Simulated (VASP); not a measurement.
Here is a VASP 6.6.1 calculation.

Contents of INCAR:

```
PREC = Accurate
ENCUT = 520
EDIFF = 1E-6
ISMEAR = 0
SIGMA = 0.05
LREAL = False
LASPH = True
NELM = 150
ALGO = Normal
ISIF = 2
LWAVE = False
LCHARG = False
LNONCOLLINEAR = True
MAGMOM = 0 0 0 0 0 0 0 0 0 0 0 0
LORBIT = 11
LSORBIT = True
GGA_COMPAT = False
LORBMOM = True
NBANDS = 62
```

File KPOINTS:

```
Automatic mesh
0
Gamma
  5 5 5
```

The input POSCAR:

```
Sn3Te
1.0
    4.8656220000      0.0000000000      0.0000000000
    0.0000000000      4.8656220000      0.0000000000
    0.0000000000      0.0000000000      4.8656220000
Te Sn
1 3
Direct
    0.0000000000      0.0000000000      0.0000000000
    0.0000000000      0.5000000000      0.5000000000
    0.5000000000      0.0000000000      0.5000000000
    0.5000000000      0.5000000000      0.0000000000
```

Potentials or basis: VASP PAW LDA potentials, release 64 (Te, Sn_d).

Run with:

```bash
$ cat potpaw_LDA.64/Te/POTCAR potpaw_LDA.64/Sn_d/POTCAR > POTCAR
$ mpirun -np 1 vasp_ncl > vasp.out
```

Question: What does it give for the net moment?

Answer: 0.00 μB per cell.

Question: What does it give for the pressure?

Answer: -2.9 GPa.

Moments on the atoms (μB; x, y, z):
```
Te  0.00 0.00 0.00
Sn  0.00 0.00 0.00
Sn  0.00 0.00 0.00
Sn  0.00 0.00 0.00
```
